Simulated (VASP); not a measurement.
Set up this calculation in VASP 6.6.1, as the native input.

- Task: single point
- Functional: PBE
- Dispersion: D3(BJ)
- Potentials or basis: VASP PAW PBE potentials, release 64 (In_d, Sb)
- Cutoff: 520 eV
- k mesh: 10 × 10 × 10
- Occupations: gaussian, width 0.15 eV
- Spin: no spin polarisation
- Dipole correction: no
- Further INCAR settings: ALGO = Normal; EDIFF = 1e-07; NBANDS = 22

The structure of InSb3 lies in POSCAR:

```
InSb3
1.0
    4.5439805049      0.0000000000      0.0000000000
    0.0000000000      4.5439805049      0.0000000000
    0.0000000000      0.0000000000      4.5439805049
In Sb
1 3
Direct
    0.0000000000      0.0000000000      0.0000000000
    0.5000000000      0.0000000000      0.5000000000
    0.0000000000      0.5000000000      0.5000000000
    0.5000000000      0.5000000000      0.0000000000
```

This cell differs from its parent crystal: strain -0.040 along x and y, -0.040 along z.

The input as run:

INCAR

```
ALGO = Normal ; EDIFF = 1E-7
ENCUT = 520 ; GGA = PE
ISIF = 2 ; ISMEAR = 0
IVDW = 12 ; LASPH = True
LCHARG = False ; LREAL = False
LWAVE = False ; NBANDS = 22
NELM = 60 ; PREC = Accurate
SIGMA = 0.15
```

KPOINTS

```
k-points
0
Gamma
  10 10 10
```

Potentials or basis: VASP PAW PBE potentials, release 64 (In_d, Sb).

Launch:

```sh
$ cat potpaw_PBE.64/In_d/POTCAR potpaw_PBE.64/Sb/POTCAR > POTCAR
$ mpirun -np 1 vasp_std > vasp.out
```

Results of the run:

```
Pressure                   : 9.4 GPa
Band gap on the k mesh     : zero (bands 14 and 15 overlap by 5.69 eV)
Dispersion energy per atom : -0.541 eV
```

Caveat: the cell differs from its parent crystal (strain -0.040 along x and y, -0.040 along z); the cell stands under pressure; spin-orbit coupling is left out, which moves the levels of the heavy elements.

It took 31 s on 1 thread of Intel(R) Xeon(R) 6975P-C (Granite Rapids) (shared host), peak memory 0.27 GiB.
